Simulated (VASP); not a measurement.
# BAs: single point with r2SCAN

The system is BAs.

```
B As
1.0
     0.00000    2.39126    2.39126
     2.39126    0.00000    2.39126
     2.39126    2.39126    0.00000
B As
1 1
Cartesian
  0.0000 0.0000 0.0000
  1.1956 1.1956 1.1956
```

| Property | Result |
| --- | --- |
| Program | VASP 6.6.1 |
| Task | single point |
| Functional | r2SCAN |
| Potentials or basis | VASP PAW PBE potentials, release 64 (B, As) |
| Cutoff | 520 eV |
| k mesh | 10 × 10 × 10 |
| Occupations | fermi-dirac, width 0.02 eV |
| Spin | no spin polarisation |

- Pressure: 0.4 GPa
- Band gap on the k mesh: 1.37 eV, indirect (least direct gap 3.44 eV)

Levels at points of the mesh, in eV from the valence-band top:
```tsv
k point	band 2	band 3	band 4	band 5	band 6	band 7
(0.00, 0.00, 0.00)	0.00	0.00	0.00	3.44	3.44	3.44
(0.50, 0.00, 0.00)	-9.22	-1.93	-1.93	2.95	5.05	5.05
(0.50, 0.50, 0.00)	-9.04	-4.30	-4.30	1.62	1.70	12.13
```

Run time: 2.1 min on 1 thread of AMD EPYC 7R13, with other jobs on the host, peak memory 0.14 GiB.

Caveat: the PAW data sets were made with another functional, which shifts forces and pressure a little. A k mesh can miss the band edges.
